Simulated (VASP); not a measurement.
Runs of VASP 6.6.1 on KBr. Symmetry: Fm-3m, No. 225, cubic system. The conventional cell has a = 6.605 Å, b = 6.605 Å, c = 6.605 Å, α = 90.00°, β = 90.00°, γ = 90.00°. Within 4.3 Å of K (site symmetry m-3m) lie 6 Br at 3.30 Å. Br (site symmetry m-3m) has 6 K at 3.30 Å within 4.3 Å. 

```csv
level,smearing,share of exact exchange,screening parameter,gap on the mesh (eV),pressure (GPa)
PBE-based screened hybrid with 35 % exact exchange,gaussian 0.01 eV,0.35,0.1 1/Å,6.56,0.3
HSE06,gaussian 0.5 eV,0.25,0.2079 1/Å,(a),(b)
PBE-based screened hybrid with 40 % exact exchange,gaussian 0.01 eV,0.4,0.2078 1/Å,6.31,0.3
PBE-based screened hybrid with 40 % exact exchange,gaussian 0.01 eV,0.4,0.1 1/Å,6.87,0.2
```

Alike in all rows: task single point; potentials or basis VASP PAW PBE potentials, release 64 (K_sv, Br); no spin polarisation; cell as given; k mesh 4 × 4 × 4; cutoff (eV) 520.

Task: Estimate the missing entries.

Result: (a) 5.59; (b) 0.4.

Caveats: the PAW data sets were made with another functional, which shifts forces and pressure a little.

A k mesh can miss the band edges, and the runs leave out spin-orbit coupling on Br.
